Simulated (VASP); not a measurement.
# KCl (Pm-3m) in VASP: further runs

KCl is run at these levels: PBEsol; tasks: electric field gradients.

Everything below comes from runs of VASP 6.6.1. Logs are shortened: lines on timing, memory, paths and dates and some standing lists are left out, and cuts for length are marked.

## (1) The cell of the first run

Symmetry: Pm-3m, No. 221, cubic system. The conventional cell has a = 3.705 Å, b = 3.705 Å, c = 3.705 Å, α = 90.00°, β = 90.00°, γ = 90.00°. K (site symmetry m-3m) has 8 Cl at 3.21 Å and 6 K at 3.71 Å within 4.2 Å. Cl (site symmetry m-3m) has 8 K at 3.21 Å and 6 Cl at 3.71 Å within 4.2 Å.

## (2) Electric field gradients, PBEsol (volume scaled by 1.06)

Contents of INCAR:

```
SYSTEM = KCl
PREC = Accurate
ENCUT = 400
EDIFF = 1E-8
ISMEAR = -1
SIGMA = 0.02
LREAL = .False.
LASPH = .True.
NELM = 120
ALGO = Normal
ISIF = 2
LWAVE = .False.
LCHARG = .False.
GGA = PS
LEFG = .True.
NBANDS = 15
GGA_COMPAT = .False.
```

Contents of KPOINTS:

```
regular mesh
0
Gamma
  7 7 7
  0 0 0
```

Contents of POSCAR:

```
KCl
1.0
    3.7052729967      0.0000000000      0.0000000000
    0.0000000000      3.7052729967      0.0000000000
    0.0000000000      0.0000000000      3.7052729967
K Cl
1 1
Direct
    0.0000000000      0.0000000000      0.0000000000
    0.5000000000      0.5000000000      0.5000000000
```

Potentials or basis: VASP PAW PBE potentials, release 64 (K_sv, Cl).

Run with:

```sh
cat potpaw_PBE.64/K_sv/POTCAR potpaw_PBE.64/Cl/POTCAR > POTCAR
mpirun -np 1 vasp_std > vasp.out
```

OUTCAR:

```text
SYSTEM = KCl
   PREC = Accurate
   ENCUT = 400
   EDIFF = 1E-8
   ISMEAR = -1
   LREAL = .False.
   LASPH = .True.
   NELM = 120
   ISIF = 2
   GGA = PS

 ion  position               nearest neighbor table
   1  0.000  0.000  0.000-   2 3.21   2 3.21   2 3.21   2 3.21   2 3.21   2 3.21   2 3.21   2 3.21

   2  0.500  0.500  0.500-   1 3.21   1 3.21   1 3.21   1 3.21   1 3.21   1 3.21   1 3.21   1 3.21

  LATTYP: Found a simple cubic cell.
 ALAT       =     3.7052729967

  Lattice vectors:

 A1 = (   3.7052729967,   0.0000000000,   0.0000000000)
 A2 = (   0.0000000000,   3.7052729967,   0.0000000000)
 A3 = (   0.0000000000,   0.0000000000,   3.7052729967)

Analysis of symmetry for initial positions (statically):
=====================================================================
 Subroutine PRICEL returns:
 Original cell was already a primitive cell.

 Routine SETGRP: Setting up the symmetry group for a
 simple cubic supercell.

 Subroutine GETGRP returns: Found 48 space group operations
 (whereof 48 operations were pure point group operations)
 out of a pool of 48 trial point group operations.

The static configuration has the point symmetry O_h .

Analysis of symmetry for dynamics (positions and initial velocities):
=====================================================================
 Subroutine PRICEL returns:
 Original cell was already a primitive cell.

 Routine SETGRP: Setting up the symmetry group for a
 simple cubic supercell.

 Subroutine GETGRP returns: Found 48 space group operations
 (whereof 48 operations were pure point group operations)
 out of a pool of 48 trial point group operations.

The dynamic configuration has the point symmetry O_h .

 Subroutine INISYM returns: Found 48 space group operations
 (whereof 48 operations are pure point group operations),
 and found     1 'primitive' translations

----------------------------------------------------------------------------------------

                                     Primitive cell

  volume of cell :      50.8699

  direct lattice vectors                    reciprocal lattice vectors
     3.705272997  0.000000000  0.000000000     0.269885647  0.000000000  0.000000000
     0.000000000  3.705272997  0.000000000     0.000000000  0.269885647  0.000000000
     0.000000000  0.000000000  3.705272997     0.000000000  0.000000000  0.269885647

  length of vectors
     3.705272997  3.705272997  3.705272997     0.269885647  0.269885647  0.269885647

  position of ions in fractional coordinates (direct lattice)
     0.000000000  0.000000000  0.000000000
     0.500000000  0.500000000  0.500000000

  ion indices of the primitive-cell ions
   primitive index   ion index
                 1           1
                 2           2

----------------------------------------------------------------------------------------

 KPOINTS: regular mesh

Automatic generation of k-mesh.
 Grid dimensions read from file:
 generate k-points for:    7    7    7

 Generating k-lattice:

  Cartesian coordinates                     Fractional coordinates (reciprocal lattice)
     0.038555092  0.000000000  0.000000000     0.142857143  0.000000000  0.000000000
     0.000000000  0.038555092  0.000000000     0.000000000  0.142857143  0.000000000
     0.000000000  0.000000000  0.038555092     0.000000000  0.000000000  0.142857143

  Length of vectors
     0.038555092  0.038555092  0.038555092

  Shift w.r.t. Gamma in fractional coordinates (k-lattice)
     0.000000000  0.000000000  0.000000000

 Subroutine IBZKPT returns following result:
 ===========================================

 Found     20 irreducible k-points:

 Following reciprocal coordinates:
            Coordinates               Weight
  0.000000  0.000000  0.000000      1.000000
  0.142857  0.000000  0.000000      6.000000
  0.285714  0.000000  0.000000      6.000000
  0.428571  0.000000  0.000000      6.000000
  0.142857  0.142857  0.000000     12.000000
  0.285714  0.142857  0.000000     24.000000
[... 12 lines left out ...]
  0.428571  0.428571  0.285714     24.000000
  0.428571  0.428571  0.428571      8.000000
   k-points           NKPTS =     20   k-points in BZ     NKDIM =     20   number of bands    NBANDS=     15
   number of dos      NEDOS =    301   number of ions     NIONS =      2
   total plane-waves  NPLWV =  13824
   dimension x,y,z NGX =    24 NGY =   24 NGZ =   24
   dimension x,y,z NGXF=    48 NGYF=   48 NGZF=   48
   ions per type =               1   1
   NGX,Y,Z   is equivalent  to a cutoff of  10.77, 10.77, 10.77 a.u.
   NGXF,Y,Z  is equivalent  to a cutoff of  21.54, 21.54, 21.54 a.u.
 SYSTEM =  KCl
   PREC   = accura    normal or accurate (medium, high low for compatibility)
   ISTART =      0    job   : 0-new  1-cont  2-samecut
   ICHARG =      2    charge: 1-file 2-atom 10-const
   ISPIN  =      1    spin polarized calculation?
   LNONCOLLINEAR =      F non collinear calculations
   LSORBIT =      F    spin-orbit coupling
   LASPH  =      T    aspherical Exc in radial PAW
   ENCUT  =  400.0 eV  29.40 Ry    5.42 a.u.   6.04  6.04  6.04*2*pi/ulx,y,z
   NELM   =    120;   NELMIN=  2; NELMDL= -5     # of ELM steps
   EDIFF  = 0.1E-07   stopping-criterion for ELM
   LREAL  =      F    real-space projection
   EDIFFG = 0.1E-06   stopping-criterion for IOM
   NSW    =      0    number of steps for IOM
   IBRION =     -1    ionic relax: 0-MD 1-quasi-New 2-CG
   NFREE  =      0    steps in history (QN), initial steepest desc. (CG)
   ISIF   =      2    stress and relaxation
   ISYM   =      2    0-nonsym 1-usesym 2-fastsym
   POTIM  = 0.5000    time-step for ionic-motion
   TEBEG  =    0.0;   TEEND  =   0.0 temperature during run
   PSTRESS=    0.0 pullay stress
   NELECT =      16.0000    total number of electrons
   NUPDOWN=      -1.0000    fix difference up-down
   EMIN   =  10.00;   EMAX   =-10.00  energy-range for DOS
   EFERMI =   0.00;   METHOD = LEGACY
   ISMEAR =    -1;   SIGMA  =   0.02  broadening in eV -4-tet -1-fermi 0-gaus
   EFERMI_NEDOS =   21; number of points for ismear=-14 and -15
   IALGO  =     38    algorithm
   IMIX   =      4    mixing-type and parameters
     AMIX     =   0.40;   BMIX     =  1.00
     AMIX_MAG =   1.60;   BMIX_MAG =  1.00
  volume/ion in A,a.u.               =      25.43       171.64
  Fermi-wavevector in a.u.,A,eV,Ry     =   1.113340  2.103908 16.864785  1.239527
  Thomas-Fermi vector in A             =   2.249924
   LORBIT       =      0    0 simple, 1 ext, 2 COOP (PROOUT), +10 PAW based schemes
   GGA     = PS    functional components
   LHFCALC =     F    Hartree Fock is set to
   AEXX    =    0.0000 exact exchange contribution
   IVDW    =     0    specifies the selected vdW correction
   LEPSILON=     F    determine dielectric tensor
   LRPA    =     F    only Hartree local field effects (RPA)
 non-spin polarized calculation
  energy-cutoff  :      400.00
  volume of cell :       50.87
 maximum number of plane-waves:       940
   NGX = 13   NGY = 13   NGZ = 13

 number of electron      15.9999995 magnetization

 Free energy of the ion-electron system (eV)
  ---------------------------------------------------
  ext. energy  EPLUGINS =         0.00000000
  ---------------------------------------------------
  free energy    TOTEN  =        -6.91309969 eV

  energy without entropy =       -6.91309969  energy(sigma->0) =       -6.91309969

 E-fermi :   0.1376     XC(G=0):  -8.7555

 val. band max:       -0.3751855364   @ k =   0.4286   0.4286   0.0000
 cond. band min:       4.7269276664   @ k =   0.0000   0.0000   0.0000
 fundamental gap:      5.1021132027
 Fermi energy:         0.1375857596

 k-point     1 :       0.0000    0.0000    0.0000
  band No.  band energies     occupation
      1     -28.0709      2.00000
      2     -13.1163      2.00000
      3     -11.4976      2.00000
      4     -11.4976      2.00000
      5     -11.4976      2.00000
      6      -0.5755      2.00000
      7      -0.5755      2.00000
      8      -0.5755      2.00000
      9       4.7269      0.00000
     10       5.9675      0.00000
     11       5.9675      0.00000
     12      10.5510      0.00000
     13      10.5510      0.00000
     14      10.5510      0.00000
[... 329 lines left out ...]
      2     -12.6130      2.00000
      3     -11.7244      2.00000
      4     -11.7236      2.00000
      5     -11.7236      2.00000
      6      -1.8974      2.00000
      7      -1.8974      2.00000
      8      -1.8428      2.00000
      9       8.1852      0.00000
     10       8.5184      0.00000
     11       8.5184      0.00000
     12       9.8910      0.00000
     13       9.9818      0.00000
     14       9.9818      0.00000
     15      12.5773      0.00000

------------------------ aborting loop because EDIFF is reached ----------------------------------------

  FORCE on cell =-STRESS in cart. coord.  units (eV):
  Direction    XX          YY          ZZ          XY          YZ          ZX
  --------------------------------------------------------------------------------------
  -------------------------------------------------------------------------------------
  Total        0.2192513      0.2192513      0.2192513     -0.0000000     -0.0000000     -0.0000000
  in kB        6.9054521      6.9054521      6.9054521     -0.0000000     -0.0000000     -0.0000000
  external PRESSURE =       6.9054521 kB  Pullay stress =       0.0000000 kB

 VOLUME and BASIS-vectors are now :
 -----------------------------------------------------------------------------
  energy-cutoff  :      400.00
  volume of cell :       50.87
      direct lattice vectors                 reciprocal lattice vectors
     3.705272997  0.000000000  0.000000000     0.269885647  0.000000000  0.000000000
     0.000000000  3.705272997  0.000000000     0.000000000  0.269885647  0.000000000
     0.000000000  0.000000000  3.705272997     0.000000000  0.000000000  0.269885647

 POSITION                                       TOTAL-FORCE (eV/Angst)
 -----------------------------------------------------------------------------------
      0.00000      0.00000      0.00000         0.000000      0.000000      0.000000
      1.85264      1.85264      1.85264         0.000000      0.000000      0.000000
 -----------------------------------------------------------------------------------
    total drift:                                0.000000      0.000000     -0.000000

  FREE ENERGIE OF THE ION-ELECTRON SYSTEM (eV)
  ---------------------------------------------------
  free  energy   TOTEN  =        -6.9130996852 eV

  energy  without entropy=       -6.9130996852  energy(sigma->0) =       -6.91309969

 Electric field gradients (V/A^2)
---------------------------------------------------------------------
 ion       V_xx      V_yy      V_zz      V_xy      V_xz      V_yz
---------------------------------------------------------------------
   1      -0.000    -0.000     0.000    -0.000    -0.000     0.000
   2       0.000     0.000     0.000    -0.000     0.000     0.000
---------------------------------------------------------------------

 Electric field gradients after diagonalization (V/A^2)
 (convention: |V_zz| > |V_xx| > |V_yy|)
----------------------------------------------------------------------
 ion       V_xx      V_yy      V_zz     asymmetry (V_yy - V_xx)/ V_zz
----------------------------------------------------------------------
   1      -0.000    -0.000     0.000       0.192
   2       0.000     0.000     0.000      -0.135
----------------------------------------------------------------------

           NMR quadrupolar parameters

 Cq : quadrupolar parameter    Cq=e*Q*V_zz/h
 eta: asymmetry parameters     (V_yy - V_xx)/ V_zz
 Q  : nuclear electric quadrupole moment in mb (millibarn)
----------------------------------------------------------------------
 ion       Cq(MHz)       eta       Q (mb)
----------------------------------------------------------------------
   1       0.000       0.192       1.000
   2       0.000      -0.135       1.000
----------------------------------------------------------------------
```

Run time: 11 s. Hardware: 1 thread of Intel Xeon Platinum 8259CL at 2.50GHz (Skylake/Cascade Lake), shared host; peak memory 0.14 GiB.

Results:

```
Free energy            : -6.9131 eV
Pressure               : 0.7 GPa
Band gap on the k mesh : 5.10 eV, indirect (least direct gap 5.30 eV)
```

Caveat: without QUAD_EFG the Cq values of the log hold for a quadrupole moment of 1 mb, not for the nuclei; the PAW data sets were made with another functional, which shifts forces and pressure a little. A k mesh can miss the band edges.

## (3) Electric field gradients, PBEsol (volume scaled by 1.06)

Contents of INCAR:

```
PREC = Accurate ; ENCUT = 400
EDIFF = 1E-8 ; ISMEAR = -1
SIGMA = 0.02 ; LREAL = F
LASPH = T ; NELM = 120
ALGO = Normal ; ISIF = 2
LWAVE = F ; LCHARG = F
GGA = PS ; LEFG = T
NBANDS = 15 ; GGA_COMPAT = F
```

Contents of KPOINTS:

```
regular mesh
0
Gamma
  7 7 7
```

POSCAR is that of step 2.

Potentials or basis: VASP PAW PBE potentials, release 64 (K_sv, Cl).

Run with:

```sh
cat potpaw_PBE.64/K_sv/POTCAR potpaw_PBE.64/Cl/POTCAR > POTCAR
mpirun -np 1 vasp_std > vasp.out
```

OUTCAR:

```text
PREC = Accurate
   ENCUT = 400
   EDIFF = 1E-8
   ISMEAR = -1
   LREAL = F
   LASPH = T
   NELM = 120
   ISIF = 2
   GGA = PS

 ion  position               nearest neighbor table
   1  0.000  0.000  0.000-   2 3.21   2 3.21   2 3.21   2 3.21   2 3.21   2 3.21   2 3.21   2 3.21

   2  0.500  0.500  0.500-   1 3.21   1 3.21   1 3.21   1 3.21   1 3.21   1 3.21   1 3.21   1 3.21

  LATTYP: Found a simple cubic cell.
 ALAT       =     3.7052729967

  Lattice vectors:

 A1 = (   3.7052729967,   0.0000000000,   0.0000000000)
 A2 = (   0.0000000000,   3.7052729967,   0.0000000000)
 A3 = (   0.0000000000,   0.0000000000,   3.7052729967)

Analysis of symmetry for initial positions (statically):
=====================================================================
 Subroutine PRICEL returns:
 Original cell was already a primitive cell.

 Routine SETGRP: Setting up the symmetry group for a
 simple cubic supercell.

 Subroutine GETGRP returns: Found 48 space group operations
 (whereof 48 operations were pure point group operations)
 out of a pool of 48 trial point group operations.

The static configuration has the point symmetry O_h .

Analysis of symmetry for dynamics (positions and initial velocities):
=====================================================================
 Subroutine PRICEL returns:
 Original cell was already a primitive cell.

 Routine SETGRP: Setting up the symmetry group for a
 simple cubic supercell.

 Subroutine GETGRP returns: Found 48 space group operations
 (whereof 48 operations were pure point group operations)
 out of a pool of 48 trial point group operations.

The dynamic configuration has the point symmetry O_h .

[... 497 lines left out ...]
      7      -1.8974      2.00000
      8      -1.8428      2.00000
      9       8.1852      0.00000
     10       8.5184      0.00000
     11       8.5184      0.00000
     12       9.8910      0.00000
     13       9.9818      0.00000
     14       9.9818      0.00000
     15      12.5773      0.00000

------------------------ aborting loop because EDIFF is reached ----------------------------------------

  FORCE on cell =-STRESS in cart. coord.  units (eV):
  Direction    XX          YY          ZZ          XY          YZ          ZX
  --------------------------------------------------------------------------------------
  -------------------------------------------------------------------------------------
  Total        0.2192513      0.2192513      0.2192513     -0.0000000     -0.0000000     -0.0000000
  in kB        6.9054521      6.9054521      6.9054521     -0.0000000     -0.0000000     -0.0000000
  external PRESSURE =       6.9054521 kB  Pullay stress =       0.0000000 kB

 VOLUME and BASIS-vectors are now :
 -----------------------------------------------------------------------------
  energy-cutoff  :      400.00
  volume of cell :       50.87
      direct lattice vectors                 reciprocal lattice vectors
     3.705272997  0.000000000  0.000000000     0.269885647  0.000000000  0.000000000
     0.000000000  3.705272997  0.000000000     0.000000000  0.269885647  0.000000000
     0.000000000  0.000000000  3.705272997     0.000000000  0.000000000  0.269885647

 POSITION                                       TOTAL-FORCE (eV/Angst)
 -----------------------------------------------------------------------------------
      0.00000      0.00000      0.00000         0.000000      0.000000      0.000000
      1.85264      1.85264      1.85264         0.000000      0.000000      0.000000
 -----------------------------------------------------------------------------------
    total drift:                                0.000000      0.000000     -0.000000

  FREE ENERGIE OF THE ION-ELECTRON SYSTEM (eV)
  ---------------------------------------------------
  free  energy   TOTEN  =        -6.9130996852 eV

  energy  without entropy=       -6.9130996852  energy(sigma->0) =       -6.91309969

 Electric field gradients (V/A^2)
---------------------------------------------------------------------
 ion       V_xx      V_yy      V_zz      V_xy      V_xz      V_yz
---------------------------------------------------------------------
   1      -0.000    -0.000     0.000    -0.000    -0.000     0.000
   2       0.000     0.000     0.000    -0.000     0.000     0.000
---------------------------------------------------------------------

 Electric field gradients after diagonalization (V/A^2)
 (convention: |V_zz| > |V_xx| > |V_yy|)
----------------------------------------------------------------------
 ion       V_xx      V_yy      V_zz     asymmetry (V_yy - V_xx)/ V_zz
----------------------------------------------------------------------
   1      -0.000    -0.000     0.000       0.192
   2       0.000     0.000     0.000      -0.135
----------------------------------------------------------------------

           NMR quadrupolar parameters

 Cq : quadrupolar parameter    Cq=e*Q*V_zz/h
 eta: asymmetry parameters     (V_yy - V_xx)/ V_zz
 Q  : nuclear electric quadrupole moment in mb (millibarn)
----------------------------------------------------------------------
 ion       Cq(MHz)       eta       Q (mb)
----------------------------------------------------------------------
   1       0.000       0.192       1.000
   2       0.000      -0.135       1.000
----------------------------------------------------------------------
```

stdout:

```text
POSCAR found type information on POSCAR K Cl
 POSCAR found :  2 types and       2 ions
 scaLAPACK will be used
 -----------------------------------------------------------------------------
|                                                                             |
|                                                                             |
|     You enforced a specific xc type in the INCAR file but a different       |
|     I HOPE YOU KNOW WHAT YOU ARE DOING!                                     |
|                                                                             |
 -----------------------------------------------------------------------------

 LDA part: xc-table for (Slater+PW92), standard interpolation
 POSCAR, INCAR and KPOINTS ok, starting setup
 FFT: planning ... GRIDC
 FFT: planning ... GRID_SOFT
 FFT: planning ... GRID
 WAVECAR not read
 entering main loop
ion   1

ion   2
```

Run time: 10 s. Hardware: 1 thread of Intel Xeon Platinum 8259CL at 2.50GHz (Skylake/Cascade Lake), shared host; peak memory 0.14 GiB.

Results:

| Property | Result |
| --- | --- |
| Free energy | -6.9131 eV |
| Pressure | 0.7 GPa |
| Band gap on the k mesh | 5.10 eV, indirect (least direct gap 5.30 eV) |

Levels at points of the mesh, in eV from the valence-band top:
```
           k point  band 4  band 5  band 6  band 7  band 8  band 9  band 10  band 11  band 12  band 13
(0.00, 0.00, 0.00)  -11.12  -11.12   -0.20   -0.20   -0.20    5.10     6.34     6.34    10.93    10.93
```

Caveat: without QUAD_EFG the Cq values of the log hold for a quadrupole moment of 1 mb, not for the nuclei; the PAW data sets were made with another functional, which shifts forces and pressure a little.
